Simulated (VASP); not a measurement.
Input of a VASP 6.6.1 run:

INCAR

```
SYSTEM = FePt
PREC     = Accurate       ! precision mode
ENCUT    = 520            ! plane-wave cutoff, eV
EDIFF    = 1E-6           ! SCF threshold, eV
ISMEAR   = -1             ! smearing method
SIGMA    = 0.05           ! smearing width, eV
LREAL    = .FALSE.        ! projectors in reciprocal space
LASPH    = .TRUE.         ! aspherical terms in the spheres
NELM     = 150            ! most SCF steps
ALGO     = Normal         ! electronic algorithm
ISIF     = 2              ! what is computed and relaxed
LWAVE    = .FALSE.        ! write WAVECAR
LCHARG   = .TRUE.         ! write CHGCAR
ISPIN    = 2              ! spin polarisation
MAGMOM   = 0 3            ! initial moments
LORBIT   = 11             ! projections on sites
LMAXMIX  = 4              ! l up to which the mixer works
GGA      = PS             ! functional
LELF     = .TRUE.         ! ELF
LVHAR    = .TRUE.       
NBANDS   = 20             ! bands
```

Contents of KPOINTS:

```
Automatic mesh
0
G
  10 10 7
  0 0 0
```

The input POSCAR:

```
FePt
1.0
    2.6347589684      0.0000000000      0.0000000000
    0.0000000000      2.6347589684      0.0000000000
    0.0000000000      0.0000000000      3.6034925275
Pt Fe
1 1
Direct
    0.5000000000      0.5000000000      0.5000000000
    0.0000000000      0.0000000000      0.0000000000
```

Potentials or basis: VASP PAW PBE potentials, release 64 (Pt, Fe).

Run with:

```bash
$ cat potpaw_PBE.64/Pt/POTCAR potpaw_PBE.64/Fe/POTCAR > POTCAR
$ mpirun -np 1 vasp_std > vasp.out
```

(1) Predict the net moment.

(2) Estimate the pressure.

(3) Predict the site moments.

Results:

(1) 3.15 μB per cell.

(2) 19.7 GPa.

(3) Pt +0.35; Fe +2.75 μB.

Caveat: the PAW data sets were made with another functional, which shifts forces and pressure a little.
